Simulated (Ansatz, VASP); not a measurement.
**Two plane-wave programs on BiTe**

Contents of INCAR:

```
SYSTEM = BiTe
ALGO = Normal
EDIFF = 1E-7
ENCUT = 520
GGA = PE
ISIF = 2
ISMEAR = 0
LASPH = .True.
LCHARG = .False.
LREAL = .False.
LWAVE = .False.
NBANDS = 18
NELM = 80
PREC = Accurate
SIGMA = 0.05
```

Contents of KPOINTS:

```
k-points
0
Gamma
  8 8 8
  0 0 0
```

File POSCAR:

```
BiTe
1.0
   -0.0682324240      3.5671071492      3.5193192562
    3.5462153374     -0.0824439969      3.5335308291
    3.5816930151      3.6167963997     -0.1179216746
Bi Te
1 1
Direct
   -0.0062936081      0.0192895329      0.0095219789
    0.2562936081      0.2307104671      0.2404780211
```

Input for Ansatz:

```yaml
crystal:
  lattice:
    - [-0.068232424, 3.5671071492, 3.5193192562]
    - [3.5462153374, -0.0824439969, 3.5335308291]
    - [3.5816930151, 3.6167963997, -0.1179216746]
  atoms:
    - { symbol: Bi, position: [-0.0062936081, 0.0192895329, 0.0095219789] }
    - { symbol: Te, position: [0.2562936081, 0.2307104671, 0.2404780211] }
basis:
  ecutwfc: 420
  ecutrho_ratio: 4
kpoints:
  mp_grid: { grid: [8, 8, 8] }
hamiltonian:
  xc: pbe
scf:
  occupations: { method: gaussian, width: 0.05 }
output:
  forces: true
  stress: true
  eigenvalues: true
```

Change from the starting cell: all atoms moved at random (sigma 0.15 Å), cell strained at random (1 %).

Alike in both runs: task single point; functional PBE; k mesh 8 × 8 × 8; occupations gaussian, width 0.05 eV; no spin polarisation.

|  | VASP | Ansatz |
| --- | --- | --- |
| version | VASP 6.6.1 | Ansatz 0.2.0 |
| potentials or method | VASP PAW PBE potentials, release 64 (Bi_d, Te), cutoff 520 eV | scalar-relativistic, plane waves, PAW |
| valence electrons in the cell | 21 | 31 |

```tsv
	VASP	Ansatz	Ansatz less VASP
gap on the k mesh at the Fermi level (eV)	none	none	-
pressure (GPa)	1.1	1.1	+0.03
traceless stress, the component that is largest in VASP (GPa)	0.97	0.95	-0.014
rms of the force components (eV/Å)	0.354	0.352	-0.0020
```

Atom by atom the forces differ by 0.002 eV/Å (rms over components). A gap of «none» marks a metal or a gap that the smearing closes. VASP's potentials hold 21 valence electrons a cell and Ansatz's 31, so a difference there can come from the potentials and not from the codes.

Spin-orbit coupling is off throughout.
